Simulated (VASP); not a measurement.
**SnTe: relaxation of cell and atoms with RPBE+D4**

The system is SnTe.

```xyz
2
Lattice="0.0000 3.1509 3.1509 3.1509 0.0000 3.1509 3.1509 3.1509 0.0000" Properties=species:S:1:pos:R:3 pbc="T T T"
Te    3.1509    3.1509    3.1509
Sn    0.0000    0.0000    0.0000
```

```
Program                : VASP 6.6.1
Task                   : relaxation of cell and atoms
Functional             : RPBE
Dispersion             : D4
Potentials or basis    : VASP PAW PBE potentials, release 64 (Te, Sn_d)
Cutoff                 : 600 eV
k mesh                 : 7 × 7 × 7
Occupations            : fermi-dirac, width 0.05 eV
Spin                   : no spin polarisation
Dipole correction      : no
Further INCAR settings : ALGO = Normal; EDIFF = 1e-06; IBRION = 2; EDIFFG = -0.01; NSW = 60; ISIF = 3
```

* Relaxed volume: 30.82 Å³/atom
* Relaxed cell: a = 4.434 Å, b = 4.434 Å, c = 4.434 Å, α = 60.00°, β = 60.00°, γ = 60.00°
* Space group after relaxing (to 0.05 Å): Fm-3m (No. 225)
* Energy gained by relaxing: 1.0 meV/atom
* Ionic steps: 3
* Pressure after relaxing: 0.0 GPa
* Dispersion energy per atom: -0.809 eV

The path:
```
step  energy change (eV)  largest force (eV/Å)  pressure (GPa)  volume (Å³)
   1              0.0000                0.0000           -0.65        62.56
   2             -0.0018                0.0000            0.17        61.41
   3             -0.0019                0.0000            0.01        61.64
```

Final structure:
```
Te Sn
1.0
     0.00000    3.13536    3.13536
     3.13536    0.00000    3.13536
     3.13536    3.13536    0.00000
Te Sn
1 1
Direct
  0.50000 0.50000 0.50000
  0.00000 0.00000 0.00000
```

Levels at points of the mesh, in eV from the Fermi level:
| k point | band 6 | band 7 | band 8 | band 9 | band 10 | band 11 | band 12 | band 13 | band 14 |
| --- | --- | --- | --- | --- | --- | --- | --- | --- | --- |
| (0.00, 0.00, 0.00) | -13.01 | -4.67 | -2.31 | -2.31 | -2.31 | 3.30 | 3.30 | 3.30 | 4.61 |

Wall time 41 s on 1 thread of Intel(R) Xeon(R) 6975P-C (Granite Rapids), on a shared host, peak memory 0.21 GiB.

Caveat: this odd mesh misses L, where the gap lies, so gap, dielectric constants and Born charges aren't listed; the PAW data sets were made with another functional, which shifts forces and pressure a little; spin-orbit coupling is left out, which moves the levels of the heavy elements.
